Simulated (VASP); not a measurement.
# MnSi (rocksalt type) (Fm-3m) in VASP: a series of runs

Runs on MnSi (rocksalt type). Level: PBE. Tasks: electric field gradients.

All numbers are computed with VASP 6.6.1; they aren't measurements. Logs are shortened: lines on timing, memory, paths and dates and some standing lists are left out, and cuts for length are marked.

## (1) The cell of the first run

The structure is cubic, space group Fm-3m (No. 225). The conventional cell has a = 4.845 Å, b = 4.845 Å, c = 4.845 Å, α = 90.00°, β = 90.00°, γ = 90.00°. Mn (site symmetry m-3m) has 6 Si at 2.42 Å within 3.2 Å. Si (site symmetry m-3m) has 6 Mn at 2.42 Å within 3.2 Å.

## (2) Electric field gradients, PBE, non-collinear spin, typed start, spin-orbit coupling

Input file INCAR:

```
SYSTEM = MnSi
ALGO = Normal
EDIFF = 1E-8
ENCUT = 520
GGA = PE
GGA_COMPAT = .FALSE.
ISIF = 2
ISMEAR = -1
LASPH = .TRUE.
LCHARG = .FALSE.
LEFG = .TRUE.
LMAXMIX = 4
LORBIT = 11
LORBMOM = .TRUE.
LREAL = .FALSE.
LSORBIT = .TRUE.
LWAVE = .FALSE.
MAGMOM = 0 0 4 0 0 0
NBANDS = 29
NELM = 150
PREC = Accurate
SIGMA = 0.05
```

Input file KPOINTS:

```
k-points
0
G
  15 15 15
  0 0 0
```

Input file POSCAR:

```
MnSi
1.0
    0.0000000000      2.4224953662      2.4224953662
    2.4224953662      0.0000000000      2.4224953662
    2.4224953662      2.4224953662      0.0000000000
Mn Si
1 1
Direct
    0.0000000000      0.0000000000      0.0000000000
    0.5000000000      0.5000000000      0.5000000000
```

Potentials or basis: VASP PAW PBE potentials, release 64 (Mn_pv, Si).

Command:

```bash
> cat potpaw_PBE.64/Mn_pv/POTCAR potpaw_PBE.64/Si/POTCAR > POTCAR
> mpirun -np 1 vasp_ncl > vasp.out
```

OUTCAR:

```text
SYSTEM = MnSi
   EDIFF = 1E-8
   ENCUT = 520
   GGA = PE
   ISIF = 2
   ISMEAR = -1
   LASPH = .TRUE.
   LORBIT = 11
   LREAL = .FALSE.
   LSORBIT = .TRUE.
   NELM = 150
   PREC = Accurate

 ion  position               nearest neighbor table
   1  0.000  0.000  0.000-   2 2.42   2 2.42   2 2.42   2 2.42   2 2.42   2 2.42
   2  0.500  0.500  0.500-   1 2.42   1 2.42   1 2.42   1 2.42   1 2.42   1 2.42

  LATTYP: Found a face centered cubic cell.
 ALAT       =     4.8449907324

  Lattice vectors:

 A1 = (   0.0000000000,   2.4224953662,   2.4224953662)
 A2 = (   2.4224953662,   0.0000000000,   2.4224953662)
 A3 = (   2.4224953662,   2.4224953662,   0.0000000000)

Analysis of symmetry for initial positions (statically):
=====================================================================
 Subroutine PRICEL returns:
 Original cell was already a primitive cell.

 Routine SETGRP: Setting up the symmetry group for a
 face centered cubic supercell.

 Subroutine GETGRP returns: Found 48 space group operations
 (whereof 48 operations were pure point group operations)
 out of a pool of 48 trial point group operations.

The static configuration has the point symmetry O_h .

Analysis of symmetry for dynamics (positions and initial velocities):
=====================================================================
 Subroutine PRICEL returns:
 Original cell was already a primitive cell.

 Routine SETGRP: Setting up the symmetry group for a
 face centered cubic supercell.

 Subroutine GETGRP returns: Found 48 space group operations
 (whereof 48 operations were pure point group operations)
 out of a pool of 48 trial point group operations.

The dynamic configuration has the point symmetry O_h .

Analysis of structural, dynamic, and magnetic symmetry:
=====================================================================
 Subroutine PRICEL returns:
 Original cell was already a primitive cell.

 Routine SETGRP: Setting up the symmetry group for a
 face centered cubic supercell.

 Subroutine GETGRP returns: Found  8 space group operations
 (whereof  8 operations were pure point group operations)
 out of a pool of 48 trial point group operations.

The overall configuration has the point symmetry C_4h.

 Subroutine INISYM returns: Found  8 space group operations
 (whereof  8 operations are pure point group operations),
 and found     1 'primitive' translations

----------------------------------------------------------------------------------------

                                     Primitive cell

  volume of cell :      28.4327

  direct lattice vectors                    reciprocal lattice vectors
     0.000000000  2.422495366  2.422495366    -0.206398744  0.206398744  0.206398744
     2.422495366  0.000000000  2.422495366     0.206398744 -0.206398744  0.206398744
     2.422495366  2.422495366  0.000000000     0.206398744  0.206398744 -0.206398744

  length of vectors
     3.425925802  3.425925802  3.425925802     0.357493111  0.357493111  0.357493111

  position of ions in fractional coordinates (direct lattice)
     0.000000000  0.000000000  0.000000000
     0.500000000  0.500000000  0.500000000

  ion indices of the primitive-cell ions
   primitive index   ion index
                 1           1
                 2           2

----------------------------------------------------------------------------------------

 KPOINTS: k-points

Automatic generation of k-mesh.
 Grid dimensions read from file:
 generate k-points for:   15   15   15

 Generating k-lattice:
[... 896 lines left out ...]
  Total       -0.0055885     -0.0055885     -0.0032165      0.0000001      0.0000000      0.0000000
  in kB       -0.3149111     -0.3149111     -0.1812503      0.0000034      0.0000000      0.0000000
  external PRESSURE =      -0.2703575 kB  Pullay stress =       0.0000000 kB

 VOLUME and BASIS-vectors are now :
 -----------------------------------------------------------------------------
  energy-cutoff  :      520.00
  volume of cell :       28.43
      direct lattice vectors                 reciprocal lattice vectors
     0.000000000  2.422495366  2.422495366    -0.206398744  0.206398744  0.206398744
     2.422495366  0.000000000  2.422495366     0.206398744 -0.206398744  0.206398744
     2.422495366  2.422495366  0.000000000     0.206398744  0.206398744 -0.206398744

 POSITION                                       TOTAL-FORCE (eV/Angst)
 -----------------------------------------------------------------------------------
      0.00000      0.00000      0.00000         0.000000      0.000000     -0.000000
      2.42250      2.42250      2.42250         0.000000      0.000000      0.000000
 -----------------------------------------------------------------------------------
    total drift:                               -0.000000      0.000000      0.000000

  FREE ENERGIE OF THE ION-ELECTRON SYSTEM (eV)
  ---------------------------------------------------
  free  energy   TOTEN  =       -14.1706629251 eV

  energy  without entropy=      -14.1593046048  energy(sigma->0) =      -14.16498376

 Electric field gradients (V/A^2)
---------------------------------------------------------------------
 ion       V_xx      V_yy      V_zz      V_xy      V_xz      V_yz
---------------------------------------------------------------------
   1       0.001     0.001    -0.003    -0.004    -0.004    -0.004
   2      -0.001    -0.001     0.003    -0.000    -0.000    -0.000
---------------------------------------------------------------------

 Electric field gradients after diagonalization (V/A^2)
 (convention: |V_zz| > |V_xx| > |V_yy|)
----------------------------------------------------------------------
 ion       V_xx      V_yy      V_zz     asymmetry (V_yy - V_xx)/ V_zz
----------------------------------------------------------------------
   1       0.005     0.003    -0.008       0.314
   2      -0.001    -0.001     0.003       0.001
----------------------------------------------------------------------

           NMR quadrupolar parameters

 Cq : quadrupolar parameter    Cq=e*Q*V_zz/h
 eta: asymmetry parameters     (V_yy - V_xx)/ V_zz
 Q  : nuclear electric quadrupole moment in mb (millibarn)
----------------------------------------------------------------------
 ion       Cq(MHz)       eta       Q (mb)
----------------------------------------------------------------------
   1      -0.000       0.314       1.000
   2       0.000       0.001       1.000
----------------------------------------------------------------------

 orbital moment (x)

 # of ion     p       d       tot
 ----------------------------------------
  1         0.000  -0.000  -0.000
  2        -0.000   0.000  -0.000
 ----------------------------------------
           -0.000  -0.000  -0.000

 orbital moment (y)

 # of ion     p       d       tot
 ----------------------------------------
  1         0.000   0.000   0.000
  2        -0.000   0.000  -0.000
 ----------------------------------------
           -0.000   0.000   0.000

 orbital moment (z)

 # of ion     p       d       tot
 ----------------------------------------
  1        -0.000   0.002   0.002
  2         0.001   0.000   0.001
 ----------------------------------------
            0.001   0.002   0.003

 Spin-Orbit-Coupling matrix elements

 Ion:    1  E_soc:     -0.0271889
 l=   1
     0.0000000    -0.0036007    -0.0036065
    -0.0036007     0.0000000    -0.0036007
    -0.0036065    -0.0036007     0.0000000
 l=   2
     0.0000000    -0.0002941     0.0000000    -0.0002941    -0.0006248
    -0.0002941     0.0000000    -0.0005604    -0.0000790    -0.0001869
     0.0000000    -0.0005604     0.0000000    -0.0005604     0.0000000
    -0.0002941    -0.0000790    -0.0005604     0.0000000    -0.0001869
    -0.0006248    -0.0001869     0.0000000    -0.0001869     0.0000000
 l=   3
     0.0000000     0.0000000     0.0000000     0.0000000     0.0000000     0.0000000     0.0000000
     0.0000000     0.0000000     0.0000000     0.0000000     0.0000000     0.0000000     0.0000000
     0.0000000     0.0000000     0.0000000     0.0000000     0.0000000     0.0000000     0.0000000
     0.0000000     0.0000000     0.0000000     0.0000000     0.0000000     0.0000000     0.0000000
     0.0000000     0.0000000     0.0000000     0.0000000     0.0000000     0.0000000     0.0000000
     0.0000000     0.0000000     0.0000000     0.0000000     0.0000000     0.0000000     0.0000000
     0.0000000     0.0000000     0.0000000     0.0000000     0.0000000     0.0000000     0.0000000

 Ion:    2  E_soc:     -0.0005013
 l=   1
     0.0000000    -0.0000854    -0.0000800
    -0.0000854     0.0000000    -0.0000854
    -0.0000800    -0.0000854     0.0000000
 l=   2
     0.0000000     0.0000000     0.0000000     0.0000000     0.0000000
     0.0000000     0.0000000     0.0000000     0.0000000     0.0000000
     0.0000000     0.0000000     0.0000000     0.0000000     0.0000000
     0.0000000     0.0000000     0.0000000     0.0000000     0.0000000
     0.0000000     0.0000000     0.0000000     0.0000000     0.0000000
 l=   3
     0.0000000     0.0000000     0.0000000     0.0000000     0.0000000     0.0000000     0.0000000
     0.0000000     0.0000000     0.0000000     0.0000000     0.0000000     0.0000000     0.0000000
     0.0000000     0.0000000     0.0000000     0.0000000     0.0000000     0.0000000     0.0000000
     0.0000000     0.0000000     0.0000000     0.0000000     0.0000000     0.0000000     0.0000000
     0.0000000     0.0000000     0.0000000     0.0000000     0.0000000     0.0000000     0.0000000
     0.0000000     0.0000000     0.0000000     0.0000000     0.0000000     0.0000000     0.0000000
     0.0000000     0.0000000     0.0000000     0.0000000     0.0000000     0.0000000     0.0000000

 total charge

# of ion       s       p       d       tot
------------------------------------------
    1        0.321   6.255   5.210  11.786
    2        0.788   0.898   0.000   1.686
--------------------------------------------------
tot          1.109   7.153   5.210  13.472

 magnetization (x)

# of ion       s       p       d       tot
------------------------------------------
    1        0.000   0.000   0.000   0.000
    2        0.000   0.000   0.000   0.000
--------------------------------------------------
tot          0.000   0.000   0.000   0.000

 magnetization (y)

# of ion       s       p       d       tot
------------------------------------------
    1        0.000   0.000   0.000   0.000
    2        0.000   0.000   0.000   0.000
--------------------------------------------------
tot          0.000   0.000   0.000   0.000

 magnetization (z)

# of ion       s       p       d       tot
------------------------------------------
    1        0.056   0.008   2.509   2.572
    2       -0.022  -0.090   0.000  -0.112
--------------------------------------------------
tot          0.034  -0.082   2.509   2.461
```

Run time: 27 min. Hardware: 1 thread of AMD EPYC 9R45 (Zen 5), shared host; peak memory 0.62 GiB.

What came out:

```yaml
Free_energy: -14.1707 eV
Pressure: 0.0 GPa
Net_moment: 2.47 μB per cell
Valence_electrons_inside_the_program's_atomic_spheres: Mn 11.79; Si 1.69
```

Moments on the atoms (μB; x, y, z):
```
Mn   0.00  0.00  2.57
Si   0.00  0.00 -0.11
```

Caveat: without QUAD_EFG the Cq values of the log hold for a quadrupole moment of 1 mb, not for the nuclei.

(Continued in part 2 of 2.)
